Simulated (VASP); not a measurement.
# Ni (P6_3/mmc) in VASP: notebook

Ni is run at these levels: PBE+U; tasks: single point.

All numbers are computed with VASP 6.6.1; they aren't measurements. Logs are shortened: lines on timing, memory, paths and dates and some standing lists are left out, and cuts for length are marked.

### 1 The cell of the first run

The structure is hexagonal, space group P6_3/mmc (No. 194). The conventional cell has a = 2.524 Å, b = 2.524 Å, c = 4.039 Å, α = 90.00°, β = 90.00°, γ = 120.00°. Within 3.3 Å of Ni (site symmetry -6m2) lie 12 Ni at 2.49 to 2.52 Å.

### 2 Single point, PBE+U, collinear spin, antiferromagnetic start

File INCAR:

```
SYSTEM = Ni
PREC = Accurate
ENCUT = 600
EDIFF = 1E-6
ISMEAR = -1
SIGMA = 0.05
LREAL = .FALSE.
LASPH = .TRUE.
NELM = 200
ALGO = Normal
ISIF = 2
LWAVE = .FALSE.
LCHARG = .FALSE.
ISPIN = 2
MAGMOM = 0.8 -0.8
LORBIT = 11
LMAXMIX = 4
LDAU = .TRUE.
LDAUTYPE = 2
LDAUL = 2
LDAUU = 2.5
LDAUJ = 0
LDAUPRINT = 1
GGA = PE
NBANDS = 21
GGA_COMPAT = .FALSE.
```

File KPOINTS:

```
regular mesh
0
G
  4 4 2
  0 0 0
```

File POSCAR:

```
Ni
1.0
    2.5241986448      0.0000000000      0.0000000000
   -1.2620993224      2.1860201506      0.0000000000
    0.0000000000      0.0000000000      4.0387178316
Ni
2
Direct
    0.3333333333      0.6666666667      0.2500000000
    0.6666666667      0.3333333333      0.7500000000
```

Potentials or basis: VASP PAW PBE potentials, release 64 (Ni).

The run is started by

```console
cat potpaw_PBE.64/Ni/POTCAR > POTCAR
mpirun -np 1 vasp_std > vasp.out
```

OUTCAR:

```text
SYSTEM = Ni
   PREC = Accurate
   ENCUT = 600
   EDIFF = 1E-6
   ISMEAR = -1
   LREAL = .FALSE.
   LASPH = .TRUE.
   NELM = 200
   ISIF = 2
   ISPIN = 2
   LORBIT = 11
   GGA = PE

 ion  position               nearest neighbor table
   1  0.333  0.667  0.250-   2 2.49   2 2.49   2 2.49   2 2.49   2 2.49   2 2.49
   2  0.667  0.333  0.750-   1 2.49   1 2.49   1 2.49   1 2.49   1 2.49   1 2.49

  LATTYP: Found a hexagonal cell.
 ALAT       =     2.5241986448
 C/A-ratio  =     1.6000000000

  Lattice vectors:

 A1 = (   2.5241986448,   0.0000000000,   0.0000000000)
 A2 = (  -1.2620993224,   2.1860201506,   0.0000000000)
 A3 = (   0.0000000000,   0.0000000000,   4.0387178316)

Analysis of symmetry for initial positions (statically):
=====================================================================
 Subroutine PRICEL returns:
 Original cell was already a primitive cell.

 Routine SETGRP: Setting up the symmetry group for a
 hexagonal supercell.

 Subroutine GETGRP returns: Found 24 space group operations
 (whereof 12 operations were pure point group operations)
 out of a pool of 24 trial point group operations.

The static configuration has the point symmetry D_3d.
 The point group associated with its full space group is D_6h.

Analysis of symmetry for dynamics (positions and initial velocities):
=====================================================================
 Subroutine PRICEL returns:
 Original cell was already a primitive cell.

 Routine SETGRP: Setting up the symmetry group for a
 hexagonal supercell.

 Subroutine GETGRP returns: Found 24 space group operations
 (whereof 12 operations were pure point group operations)
 out of a pool of 24 trial point group operations.

The dynamic configuration has the point symmetry D_3d.
 The point group associated with its full space group is D_6h.

Analysis of structural, dynamic, and magnetic symmetry:
=====================================================================
 Subroutine PRICEL returns:
 Original cell was already a primitive cell.

 Routine SETGRP: Setting up the symmetry group for a
 hexagonal supercell.

 Subroutine GETGRP returns: Found 24 space group operations
 (whereof 12 operations were pure point group operations)
 out of a pool of 24 trial point group operations.

The overall configuration has the point symmetry D_3d.
 The point group associated with its full space group is D_6h.

 Subroutine INISYM returns: Found 24 space group operations
 (whereof 12 operations are pure point group operations),
 and found     1 'primitive' translations

----------------------------------------------------------------------------------------

                                     Primitive cell

  volume of cell :      22.2854

  direct lattice vectors                    reciprocal lattice vectors
     2.524198645  0.000000000  0.000000000     0.396165334  0.228726162  0.000000000
    -1.262099322  2.186020151  0.000000000     0.000000000  0.457452325  0.000000000
     0.000000000  0.000000000  4.038717832     0.000000000  0.000000000  0.247603334

  length of vectors
     2.524198645  2.524198645  4.038717832     0.457452325  0.457452325  0.247603334

  position of ions in fractional coordinates (direct lattice)
[... 122 lines left out ...]
  0.0000 -0.0000 -0.0000  0.9290  0.0000
 -0.0000  0.0000  0.0000  0.0000  0.7589

 occupancies and eigenvectors

  o =  0.5697  v =  0.0000  0.0000  0.0000  0.0000  0.0000  0.0000 -0.0000 -1.0000 -0.0000  0.0000      0.0000  0.0000  0.0000  0.0000  0.0000  0.0000  0.0000  0.0000  0.0000  0.0000
  o =  0.7589  v =  0.0000  0.0000  0.0000  0.0000  0.0000  1.0000  0.0000  0.0000  0.0000  0.0000      0.0000  0.0000  0.0000  0.0000  0.0000  0.0000  0.0000  0.0000  0.0000  0.0000
  o =  0.7589  v =  0.0000  0.0000  0.0000  0.0000  0.0000  0.0000  0.0000 -0.0000  0.0000 -1.0000      0.0000  0.0000  0.0000  0.0000  0.0000  0.0000  0.0000  0.0000  0.0000  0.0000
  o =  0.8770  v =  0.0000 -0.0000 -0.0000 -1.0000  0.0000  0.0000  0.0000  0.0000  0.0000  0.0000      0.0000  0.0000  0.0000  0.0000  0.0000  0.0000  0.0000  0.0000  0.0000  0.0000
  o =  0.8770  v =  0.0000  1.0000  0.0000 -0.0000  0.0000  0.0000  0.0000  0.0000  0.0000  0.0000      0.0000  0.0000  0.0000  0.0000  0.0000  0.0000  0.0000  0.0000  0.0000  0.0000
  o =  0.9173  v =  0.0000  0.0000  0.0000 -0.0000 -1.0000  0.0000  0.0000  0.0000  0.0000  0.0000      0.0000  0.0000  0.0000  0.0000  0.0000  0.0000  0.0000  0.0000  0.0000  0.0000
  o =  0.9173  v =  1.0000  0.0000  0.0000  0.0000  0.0000  0.0000  0.0000  0.0000  0.0000  0.0000      0.0000  0.0000  0.0000  0.0000  0.0000  0.0000  0.0000  0.0000  0.0000  0.0000
  o =  0.9290  v =  0.0000  0.0000  0.0000  0.0000  0.0000  0.0000 -0.0000 -0.0000  1.0000  0.0000      0.0000  0.0000  0.0000  0.0000  0.0000  0.0000  0.0000  0.0000  0.0000  0.0000
  o =  0.9290  v =  0.0000  0.0000  0.0000  0.0000  0.0000  0.0000 -1.0000  0.0000 -0.0000 -0.0000      0.0000  0.0000  0.0000  0.0000  0.0000  0.0000  0.0000  0.0000  0.0000  0.0000
  o =  0.9294  v =  0.0000  0.0000 -1.0000  0.0000 -0.0000  0.0000  0.0000  0.0000  0.0000  0.0000      0.0000  0.0000  0.0000  0.0000  0.0000  0.0000  0.0000  0.0000  0.0000  0.0000

atom =   2  type =  1  l = 2

 onsite density matrix

spin component  1

  0.7589  0.0000  0.0000  0.0000 -0.0000
  0.0000  0.9290 -0.0000 -0.0000 -0.0000
  0.0000 -0.0000  0.5697 -0.0000  0.0000
  0.0000 -0.0000 -0.0000  0.9290 -0.0000
 -0.0000 -0.0000  0.0000 -0.0000  0.7589

spin component  2

  0.9173  0.0000  0.0000 -0.0000  0.0000
  0.0000  0.8770  0.0000 -0.0000 -0.0000
  0.0000  0.0000  0.9294 -0.0000  0.0000
 -0.0000 -0.0000 -0.0000  0.8770 -0.0000
  0.0000 -0.0000  0.0000 -0.0000  0.9173

 occupancies and eigenvectors

  o =  0.5697  v =  0.0000 -0.0000 -1.0000 -0.0000  0.0000  0.0000  0.0000  0.0000  0.0000  0.0000      0.0000  0.0000  0.0000  0.0000  0.0000  0.0000  0.0000  0.0000  0.0000  0.0000
  o =  0.7589  v =  1.0000  0.0000  0.0000  0.0000  0.0000  0.0000  0.0000  0.0000  0.0000  0.0000      0.0000  0.0000  0.0000  0.0000  0.0000  0.0000  0.0000  0.0000  0.0000  0.0000
  o =  0.7589  v =  0.0000 -0.0000  0.0000  0.0000  1.0000  0.0000  0.0000  0.0000  0.0000  0.0000      0.0000  0.0000  0.0000  0.0000  0.0000  0.0000  0.0000  0.0000  0.0000  0.0000
  o =  0.8770  v =  0.0000  0.0000  0.0000  0.0000  0.0000  0.0000 -0.0000  0.0000 -1.0000  0.0000      0.0000  0.0000  0.0000  0.0000  0.0000  0.0000  0.0000  0.0000  0.0000  0.0000
  o =  0.8770  v =  0.0000  0.0000  0.0000  0.0000  0.0000  0.0000 -1.0000  0.0000  0.0000 -0.0000      0.0000  0.0000  0.0000  0.0000  0.0000  0.0000  0.0000  0.0000  0.0000  0.0000
  o =  0.9173  v =  0.0000  0.0000  0.0000  0.0000  0.0000  0.0000 -0.0000 -0.0000  0.0000  1.0000      0.0000  0.0000  0.0000  0.0000  0.0000  0.0000  0.0000  0.0000  0.0000  0.0000
  o =  0.9173  v =  0.0000  0.0000  0.0000  0.0000  0.0000  1.0000  0.0000  0.0000  0.0000  0.0000      0.0000  0.0000  0.0000  0.0000  0.0000  0.0000  0.0000  0.0000  0.0000  0.0000
  o =  0.9290  v =  0.0000  0.0000 -0.0000  1.0000  0.0000  0.0000  0.0000  0.0000  0.0000  0.0000      0.0000  0.0000  0.0000  0.0000  0.0000  0.0000  0.0000  0.0000  0.0000  0.0000
  o =  0.9290  v =  0.0000  1.0000 -0.0000 -0.0000  0.0000  0.0000  0.0000  0.0000  0.0000  0.0000      0.0000  0.0000  0.0000  0.0000  0.0000  0.0000  0.0000  0.0000  0.0000  0.0000
  o =  0.9294  v =  0.0000  0.0000  0.0000  0.0000  0.0000  0.0000 -0.0000 -1.0000  0.0000 -0.0000      0.0000  0.0000  0.0000  0.0000  0.0000  0.0000  0.0000  0.0000  0.0000  0.0000

 number of electron      20.0000008 magnetization       0.0000000

 Free energy of the ion-electron system (eV)
  ---------------------------------------------------
  ext. energy  EPLUGINS =         0.00000000
  ---------------------------------------------------
  free energy    TOTEN  =        -7.59278935 eV

  energy without entropy =       -7.58754368  energy(sigma->0) =       -7.59016651

 E-fermi :   8.6879     XC(G=0): -13.0528

 val. band max:        8.5068135731   @ k =   0.2500   0.2500   0.0000
 cond. band min:       8.8530292753   @ k =   0.5000   0.0000   0.5000
 fundamental gap:      0.3462157022
 Fermi energy:         8.6878582251

 spin component 1

 k-point     1 :       0.0000    0.0000    0.0000
  band No.  band energies     occupation
      1       0.2010      1.00000
      2       4.1043      1.00000
      3       6.2901      1.00000
      4       6.2901      1.00000
      5       7.0530      1.00000
      6       7.0690      1.00000
[... 181 lines left out ...]
     20      35.4194      0.00000
     21      36.4784      0.00000
 Fermi energy:         8.6878582251

 spin component 2

 k-point     1 :       0.0000    0.0000    0.0000
  band No.  band energies     occupation
      1       0.2010      1.00000
      2       4.1043      1.00000
      3       6.2901      1.00000
      4       6.2901      1.00000
      5       7.0530      1.00000
      6       7.0690      1.00000
[... 181 lines left out ...]
     20      35.4194      0.00000
     21      36.4784      0.00000

------------------------ aborting loop because EDIFF is reached ----------------------------------------

  FORCE on cell =-STRESS in cart. coord.  units (eV):
  Direction    XX          YY          ZZ          XY          YZ          ZX
  --------------------------------------------------------------------------------------
  -------------------------------------------------------------------------------------
  Total       -1.3725615     -1.3725615      0.6376643      0.0000000      0.0000000      0.0000000
  in kB      -98.6781952    -98.6781952     45.8438940      0.0000000      0.0000000      0.0000000
  external PRESSURE =     -50.5041655 kB  Pullay stress =       0.0000000 kB

 VOLUME and BASIS-vectors are now :
 -----------------------------------------------------------------------------
  energy-cutoff  :      600.00
  volume of cell :       22.29
      direct lattice vectors                 reciprocal lattice vectors
     2.524198645  0.000000000  0.000000000     0.396165334  0.228726162  0.000000000
    -1.262099322  2.186020151  0.000000000     0.000000000  0.457452325  0.000000000
     0.000000000  0.000000000  4.038717832     0.000000000  0.000000000  0.247603334

 POSITION                                       TOTAL-FORCE (eV/Angst)
 -----------------------------------------------------------------------------------
     -0.00000      1.45735      1.00968        -0.000000      0.000000      0.000000
      1.26210      0.72867      3.02904         0.000000     -0.000000      0.000000
 -----------------------------------------------------------------------------------
    total drift:                               -0.000000      0.000000     -0.000000

  FREE ENERGIE OF THE ION-ELECTRON SYSTEM (eV)
  ---------------------------------------------------
  free  energy   TOTEN  =        -7.5927893499 eV

  energy  without entropy=       -7.5875436763  energy(sigma->0) =       -7.59016651

 total charge

# of ion       s       p       d       tot
------------------------------------------
    1        0.482   0.420   8.436   9.338
    2        0.482   0.420   8.436   9.338
--------------------------------------------------
tot          0.963   0.840  16.872  18.675

 magnetization (x)

# of ion       s       p       d       tot
------------------------------------------
    1        0.003   0.001   0.573   0.577
    2       -0.003  -0.001  -0.573  -0.577
--------------------------------------------------
tot          0.000   0.000   0.000   0.000
```

It took 30 s on 1 thread of AMD EPYC 7R13, shared host; peak memory 0.11 GiB.

What came out:

```yaml
Free_energy: -7.5928 eV
Pressure: -5.1 GPa
Band_gap_on_the_k_mesh: zero (filled and empty bands overlap)
Net_moment: 0.00 μB per cell
Site_moments: Ni +0.58, -0.58 μB
Valence_electrons_inside_the_program's_atomic_spheres: Ni 9.34
```

Eigenvalues of the final occupation matrices:
```tsv
site	spin	trace	eigenvalues
site 1 d	1	4.52	0.88 0.88 0.92 0.92 0.93
site 1 d	2	3.95	0.57 0.76 0.76 0.93 0.93
site 2 d	1	3.95	0.57 0.76 0.76 0.93 0.93
site 2 d	2	4.52	0.88 0.88 0.92 0.92 0.93
```

Caveat: the k points lie up to 0.78 Å⁻¹ apart; the U is typed as a test and isn't derived for this compound. The state reached can hang on the start; a lower one may exist.

### 3 Single point, PBE+U, collinear spin, antiferromagnetic start

File INCAR:

```
PREC = Accurate ; ENCUT = 600
EDIFF = 1E-6 ; ISMEAR = -1
SIGMA = 0.05 ; LREAL = False
LASPH = True ; NELM = 200
ALGO = Normal ; ISIF = 2
LWAVE = False ; LCHARG = False
ISPIN = 2 ; MAGMOM = 0.8 -0.8
LORBIT = 11 ; LMAXMIX = 4
LDAU = True ; LDAUTYPE = 2
LDAUL = 2 ; LDAUU = 2.5
LDAUJ = 0 ; LDAUPRINT = 1
GGA = PE ; NBANDS = 21
GGA_COMPAT = False
```

File KPOINTS:

```
Automatic mesh
0
Gamma
  4 4 2
```

POSCAR is that of step 2.

Potentials or basis: VASP PAW PBE potentials, release 64 (Ni).

The run is started by

```console
cat potpaw_PBE.64/Ni/POTCAR > POTCAR
mpirun -np 1 vasp_std > vasp.out
```

Run time: 29 s. Hardware: 1 thread of AMD EPYC 7R13, shared host; peak memory 0.11 GiB.

The run converged. Its results:

```yaml
Free_energy: -7.5928 eV
Pressure: -5.1 GPa
Band_gap_on_the_k_mesh: zero (filled and empty bands overlap)
Net_moment: 0.00 μB per cell
Site_moments: Ni +0.58, -0.58 μB
Valence_electrons_inside_the_program's_atomic_spheres: Ni 9.34
```

Stress tensor (GPa, compression positive):
```
-9.87  0.00  0.00
 0.00 -9.87  0.00
 0.00  0.00  4.58
```

Levels at points of the mesh, in eV from the Fermi level:
Spin up:
```
           k point  band 7  band 8  band 9  band 10  band 11  band 12  band 13  band 14
(0.00, 0.00, 0.00)   -1.62   -1.30   -1.30    -0.58    -0.58     0.30     6.30    22.31
(0.50, 0.00, 0.00)   -1.14   -0.82   -0.37     0.34     1.50     3.42     9.56    10.25
(0.00, 0.00, 0.50)   -1.77   -1.28   -0.88    -0.88    -0.69    -0.69    14.68    15.29
(0.50, 0.00, 0.50)   -1.26   -0.78    0.17     0.34     1.73     1.89     6.72     7.03
```
Spin down:
```csv
k point,band 8,band 9,band 10,band 11,band 12,band 13
"(0.00, 0.00, 0.00)",-1.30,-1.30,-0.58,-0.58,0.30,6.30
"(0.50, 0.00, 0.00)",-0.82,-0.37,0.34,1.50,3.42,9.56
"(0.00, 0.00, 0.50)",-1.28,-0.88,-0.88,-0.69,-0.69,14.68
"(0.50, 0.00, 0.50)",-0.78,0.17,0.34,1.73,1.89,6.72
```

Eigenvalues of the final occupation matrices:
| site | spin | trace | eigenvalues |
| --- | --- | --- | --- |
| site 1 d | 1 | 4.52 | 0.88 0.88 0.92 0.92 0.93 |
| site 1 d | 2 | 3.95 | 0.57 0.76 0.76 0.93 0.93 |
| site 2 d | 1 | 3.95 | 0.57 0.76 0.76 0.93 0.93 |
| site 2 d | 2 | 4.52 | 0.88 0.88 0.92 0.92 0.93 |

Caveat: the k points lie up to 0.78 Å⁻¹ apart; the U is typed as a test and isn't derived for this compound. The state reached can hang on the start; a lower one may exist.
